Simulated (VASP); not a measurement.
PbO2:

```
Pb O
1.0
     0.00000    2.70199    2.70199
     2.70199    0.00000    2.70199
     2.70199    2.70199    0.00000
Pb O
1 2
Direct
  0.00000 0.00000 0.00000
  0.75000 0.75000 0.75000
  0.25000 0.25000 0.25000
```

* Program: VASP 6.6.1
* Task: relaxation of cell and atoms
* Functional: RPBE
* Dispersion: D3(BJ)
* Potentials or basis: VASP PAW PBE potentials, release 64 (Pb_d, O)
* Cutoff: 600 eV
* k mesh: 9 × 9 × 9
* Occupations: fermi-dirac, width 0.05 eV
* Spin: no spin polarisation

At the start: pressure -12.9 GPa; volume 13.15 Å³/atom.

Question: Where does the relaxation end?

Answer: Over 3 steps the energy falls by 52.5 meV/atom and the volume is 11.97 Å³/atom (-9.0 %); space group Fm-3m (No. 225, to 0.05 Å).

The path:
| step | energy change (eV) | largest force (eV/Å) | pressure (GPa) | volume (Å³) |
| --- | --- | --- | --- | --- |
| 1 | 0.0000 | 0.0000 | -12.88 | 39.45 |
| 2 | -0.0796 | 0.0000 | 12.41 | 33.72 |
| 3 | -0.1575 | 0.0000 | -0.10 | 35.90 |

Final structure:
```
CELL_PARAMETERS angstrom
0.00000 2.61821 2.61821
2.61821 0.00000 2.61821
2.61821 2.61821 0.00000
ATOMIC_POSITIONS crystal
Pb 0.00000 0.00000 0.00000
O 0.75000 0.75000 0.75000
O 0.25000 0.25000 0.25000
```

Caveat: the PAW data sets were made with another functional, which shifts forces and pressure a little; pairwise dispersion overbinds metals, which lowers pressure and volume.
